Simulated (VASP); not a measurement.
# BN (Fmm2) in VASP: further runs, part 2 of 3

VASP 6.6.1. Earlier steps stand in the parts before.

### 5 Single point, PBE

This run uses another cell than the first one, of 11.54 Å³/atom, 1.218 times its volume.

Contents of INCAR:

```
SYSTEM = BN
PREC = Accurate
ENCUT = 520
EDIFF = 1E-6
ISMEAR = 0
SIGMA = 0.02
LREAL = .False.
LASPH = .True.
NELM = 60
ALGO = Normal
ISIF = 2
LWAVE = .False.
LCHARG = .True.
GGA = PE
LELF = .True.
LVHAR = .True.
NBANDS = 11
```

Contents of KPOINTS:

```
Automatic mesh
0
Gamma
  6 6 6
  0 0 0
```

Contents of POSCAR:

```
BN
1.0
    0.0000000000      4.2246910631      2.1753723819
    1.2560793157      0.0000000000      2.1753723819
    1.2560793157      4.2246910631      0.0000000000
B N
1 1
Direct
    0.0000247082      0.0000247082      0.9999752918
    0.6666752818      0.6666752818      0.3333247182
```

Potentials or basis: VASP PAW PBE potentials, release 64 (B, N).

Started as:

```
cat potpaw_PBE.64/B/POTCAR potpaw_PBE.64/N/POTCAR > POTCAR
mpirun -np 1 vasp_std > vasp.out
```

OUTCAR:

```text
SYSTEM = BN
   PREC = Accurate
   ENCUT = 520
   EDIFF = 1E-6
   ISMEAR = 0
   LREAL = .False.
   LASPH = .True.
   NELM = 60
   ISIF = 2
   GGA = PE

 ion  position               nearest neighbor table
   1  0.000  0.000  1.000-   2 1.45   2 1.45   2 1.45
   2  0.667  0.667  0.333-   1 1.45   1 1.45   1 1.45

  LATTYP: Found a face centered orthorhombic cell.
 ALAT       =     2.5121586314
 B/A-ratio  =     1.7318750136
 C/A-ratio  =     3.3633951378

  Lattice vectors:

 A1 = (   0.0000000000,   4.2246910631,   2.1753723819)
 A2 = (  -1.2560793157,   4.2246910631,   0.0000000000)
 A3 = (  -1.2560793157,   0.0000000000,   2.1753723819)

Analysis of symmetry for initial positions (statically):
=====================================================================
 Subroutine PRICEL returns:
 Original cell was already a primitive cell.

 Routine SETGRP: Setting up the symmetry group for a
 face centered orthorhombic supercell.

 Subroutine GETGRP returns: Found  4 space group operations
 (whereof  4 operations were pure point group operations)
 out of a pool of  8 trial point group operations.

The static configuration has the point symmetry C_2v.

Analysis of symmetry for dynamics (positions and initial velocities):
=====================================================================
 Subroutine PRICEL returns:
 Original cell was already a primitive cell.

 Routine SETGRP: Setting up the symmetry group for a
 face centered orthorhombic supercell.

 Subroutine GETGRP returns: Found  4 space group operations
 (whereof  4 operations were pure point group operations)
 out of a pool of  8 trial point group operations.

The dynamic configuration has the point symmetry C_2v.

 Subroutine INISYM returns: Found  4 space group operations
 (whereof  4 operations are pure point group operations),
 and found     1 'primitive' translations

----------------------------------------------------------------------------------------

                                     Primitive cell

  volume of cell :      23.0874

  direct lattice vectors                    reciprocal lattice vectors
     0.000000000  4.224691063  2.175372382    -0.398064034  0.118351849  0.229845706
     1.256079316  0.000000000  2.175372382     0.398064034 -0.118351849  0.229845706
     1.256079316  4.224691063  0.000000000     0.398064034  0.118351849 -0.229845706

  length of vectors
     4.751869062  2.511967406  4.407465238     0.474648485  0.474648485  0.474648485

  position of ions in fractional coordinates (direct lattice)
     0.000024708  0.000024708  0.999975292
     0.666675282  0.666675282  0.333324718

  ion indices of the primitive-cell ions
   primitive index   ion index
                 1           1
                 2           2

----------------------------------------------------------------------------------------

 KPOINTS: Automatic mesh

Automatic generation of k-mesh.
 Grid dimensions read from file:
 generate k-points for:    6    6    6

 Generating k-lattice:

  Cartesian coordinates                     Fractional coordinates (reciprocal lattice)
    -0.066344006  0.019725308  0.038307618     0.166666667  0.000000000 -0.000000000
     0.066344006 -0.019725308  0.038307618     0.000000000  0.166666667  0.000000000
     0.066344006  0.019725308 -0.038307618    -0.000000000 -0.000000000  0.166666667

  Length of vectors
     0.079108081  0.079108081  0.079108081

  Shift w.r.t. Gamma in fractional coordinates (k-lattice)
     0.000000000  0.000000000  0.000000000

 Subroutine IBZKPT returns following result:
 ===========================================

 Found     46 irreducible k-points:

 Following reciprocal coordinates:
            Coordinates               Weight
  0.000000  0.000000  0.000000      1.000000
  0.166667  0.000000  0.000000      8.000000
  0.333333 -0.000000 -0.000000      8.000000
  0.500000 -0.000000  0.000000      4.000000
  0.166667  0.166667  0.000000      2.000000
  0.333333  0.166667 -0.000000      8.000000
[... 16 lines left out ...]
 -0.166667  0.166667  0.166667      8.000000
  0.500000  0.333333  0.166667      4.000000
 [... further k-points ...]
   k-points           NKPTS =     46   k-points in BZ     NKDIM =     46   number of bands    NBANDS=     11
   number of dos      NEDOS =    301   number of ions     NIONS =      2
   total plane-waves  NPLWV =  25920
   dimension x,y,z NGX =    36 NGY =   20 NGZ =   36
   dimension x,y,z NGXF=    72 NGYF=   40 NGZF=   72
   ions per type =               1   1
   NGX,Y,Z   is equivalent  to a cutoff of  12.59, 13.24, 13.58 a.u.
   NGXF,Y,Z  is equivalent  to a cutoff of  25.19, 26.47, 27.16 a.u.
 SYSTEM =  BN
   PREC   = accura    normal or accurate (medium, high low for compatibility)
   ISTART =      0    job   : 0-new  1-cont  2-samecut
   ICHARG =      2    charge: 1-file 2-atom 10-const
   ISPIN  =      1    spin polarized calculation?
   LNONCOLLINEAR =      F non collinear calculations
   LSORBIT =      F    spin-orbit coupling
   LASPH  =      T    aspherical Exc in radial PAW
   ENCUT  =  520.0 eV  38.22 Ry    6.18 a.u.   8.84  4.67  8.19*2*pi/ulx,y,z
   NELM   =     60;   NELMIN=  2; NELMDL= -5     # of ELM steps
   EDIFF  = 0.1E-05   stopping-criterion for ELM
   LREAL  =      F    real-space projection
   EDIFFG = 0.1E-04   stopping-criterion for IOM
   NSW    =      0    number of steps for IOM
   IBRION =     -1    ionic relax: 0-MD 1-quasi-New 2-CG
   NFREE  =      0    steps in history (QN), initial steepest desc. (CG)
   ISIF   =      2    stress and relaxation
   ISYM   =      2    0-nonsym 1-usesym 2-fastsym
   POTIM  = 0.5000    time-step for ionic-motion
   TEBEG  =    0.0;   TEEND  =   0.0 temperature during run
   PSTRESS=    0.0 pullay stress
   NELECT =       8.0000    total number of electrons
   NUPDOWN=      -1.0000    fix difference up-down
   EMIN   =  10.00;   EMAX   =-10.00  energy-range for DOS
   EFERMI =   0.00;   METHOD = LEGACY
   ISMEAR =     0;   SIGMA  =   0.02  broadening in eV -4-tet -1-fermi 0-gaus
   EFERMI_NEDOS =   21; number of points for ismear=-14 and -15
   IALGO  =     38    algorithm
   IMIX   =      4    mixing-type and parameters
     AMIX     =   0.40;   BMIX     =  1.00
     AMIX_MAG =   1.60;   BMIX_MAG =  1.00
  volume/ion in A,a.u.               =      11.54        77.90
  Fermi-wavevector in a.u.,A,eV,Ry     =   1.149863  2.172927 17.989433  1.322186
  Thomas-Fermi vector in A             =   2.286531
   LORBIT       =      0    0 simple, 1 ext, 2 COOP (PROOUT), +10 PAW based schemes
   GGA     = PE    functional components
   LHFCALC =     F    Hartree Fock is set to
   AEXX    =    0.0000 exact exchange contribution
   IVDW    =     0    specifies the selected vdW correction
   LEPSILON=     F    determine dielectric tensor
   LRPA    =     F    only Hartree local field effects (RPA)
 non-spin polarized calculation
 Gauss-broadening in eV      SIGMA  =   0.02
  energy-cutoff  :      520.00
  volume of cell :       23.09
 maximum number of plane-waves:       639
   NGX = 17   NGY =  9   NGZ = 17

 number of electron       8.0000000 magnetization

 Free energy of the ion-electron system (eV)
  ---------------------------------------------------
  ext. energy  EPLUGINS =         0.00000000
  ---------------------------------------------------
  free energy    TOTEN  =       -17.60303574 eV

  energy without entropy =      -17.60303574  energy(sigma->0) =      -17.60303574

 E-fermi :   0.6995     XC(G=0):  -8.5058

 val. band max:        0.5535418101   @ k =   0.5000  -0.3333   0.1667
 cond. band min:       4.8911740523   @ k =   0.0000   0.0000   0.0000
 fundamental gap:      4.3376322422
 Fermi energy:         0.6995013823

 k-point     1 :       0.0000    0.0000    0.0000
  band No.  band energies     occupation
      1     -17.1070      2.00000
      2      -4.3903      2.00000
      3      -0.8259      2.00000
      4      -0.8258      2.00000
      5       4.8912      0.00000
      6      12.0341      0.00000
      7      12.0455      0.00000
      8      12.8397      0.00000
      9      14.0600      0.00000
     10      20.9995      0.00000
     11      25.6337      0.00000
[... 309 lines left out ...]
 k-point    24 :       0.5000    0.3333    0.1667
  band No.  band energies     occupation
      1     -15.1672      2.00000
      2      -6.3377      2.00000
      3      -3.0484      2.00000
      4      -1.9392      2.00000
      5       7.6043      0.00000
      6       8.9550      0.00000
      7      11.3957      0.00000
      8      16.7004      0.00000
      9      18.9903      0.00000
     10      19.1797      0.00000
     11      21.5198      0.00000

 [... further k-points ...]
[... 5 lines left out ...]
  --------------------------------------------------------------------------------------
  -------------------------------------------------------------------------------------
  Total        0.0193258     -0.0111242      0.0192675      0.0000000      0.0000000      0.0000000
  in kB        1.3411314     -0.7719778      1.3370869      0.0000000      0.0000000      0.0000000
  external PRESSURE =       0.6354135 kB  Pullay stress =       0.0000000 kB

 VOLUME and BASIS-vectors are now :
 -----------------------------------------------------------------------------
  energy-cutoff  :      520.00
  volume of cell :       23.09
      direct lattice vectors                 reciprocal lattice vectors
     0.000000000  4.224691063  2.175372382    -0.398064034  0.118351849  0.229845706
     1.256079316  0.000000000  2.175372382     0.398064034 -0.118351849  0.229845706
     1.256079316  4.224691063  0.000000000     0.398064034  0.118351849 -0.229845706

 POSITION                                       TOTAL-FORCE (eV/Angst)
 -----------------------------------------------------------------------------------
      1.25608      4.22469      0.00011         0.000000      0.000000     -0.000079
      1.25608      4.22469      2.90053         0.000000      0.000000      0.000079
 -----------------------------------------------------------------------------------
    total drift:                                0.000005     -0.000001      0.000013

  FREE ENERGIE OF THE ION-ELECTRON SYSTEM (eV)
  ---------------------------------------------------
  free  energy   TOTEN  =       -17.6030357412 eV

  energy  without entropy=      -17.6030357412  energy(sigma->0) =      -17.60303574
```

OSZICAR:

```text
N       E                     dE             d eps       ncg     rms          rms(c)
DAV:   1     0.172677421185E+02    0.17268E+02   -0.45521E+03  1012   0.669E+02
DAV:   2    -0.184286531780E+02   -0.35696E+02   -0.33862E+02  1211   0.158E+02
DAV:   3    -0.194635608270E+02   -0.10349E+01   -0.10329E+01  1254   0.263E+01
DAV:   4    -0.194680461160E+02   -0.44853E-02   -0.44851E-02  1098   0.189E+00
DAV:   5    -0.194680775865E+02   -0.31470E-04   -0.31470E-04  1246   0.136E-01    0.795E+00
DAV:   6    -0.178269933062E+02    0.16411E+01   -0.52904E+00  1171   0.128E+01    0.361E+00
DAV:   7    -0.176535150123E+02    0.17348E+00   -0.25192E-01  1144   0.367E+00    0.221E+00
DAV:   8    -0.176011958187E+02    0.52319E-01   -0.14656E-01  1188   0.227E+00    0.259E-01
DAV:   9    -0.176021129077E+02   -0.91709E-03   -0.39071E-03  1102   0.480E-01    0.144E-01
DAV:  10    -0.176029795632E+02   -0.86666E-03   -0.79070E-04  1087   0.225E-01    0.359E-02
DAV:  11    -0.176030355913E+02   -0.56028E-04   -0.99777E-05  1150   0.734E-02    0.255E-02
DAV:  12    -0.176030351515E+02    0.43977E-06   -0.20141E-05  1126   0.299E-02    0.247E-03
DAV:  13    -0.176030357412E+02   -0.58971E-06   -0.93903E-07  1175   0.842E-03
   1 F= -.17603036E+02 E0= -.17603036E+02  d E =-.773221E-27
```

stdout:

```text
POSCAR found type information on POSCAR B N
 POSCAR found :  2 types and       2 ions
 scaLAPACK will be used
 LDA part: xc-table for (Slater+PW92), standard interpolation
 POSCAR, INCAR and KPOINTS ok, starting setup
 FFT: planning ... GRIDC
 FFT: planning ... GRID_SOFT
 FFT: planning ... GRID
 WAVECAR not read
 entering main loop
```

It took 29 s on 1 thread of Intel Xeon 8259CL, shared host; peak memory 0.16 GiB.

Results:

- Free energy: -17.6030 eV
- Pressure: 0.1 GPa
- Band gap on the k mesh: 4.34 eV, indirect (least direct gap 4.60 eV)

Stress tensor (GPa, compression positive):
```
 0.13  0.00  0.00
 0.00 -0.08  0.00
 0.00  0.00  0.13
```

Caveat: the k points lie up to 0.50 Å⁻¹ apart.

[end of part 2 of 3]
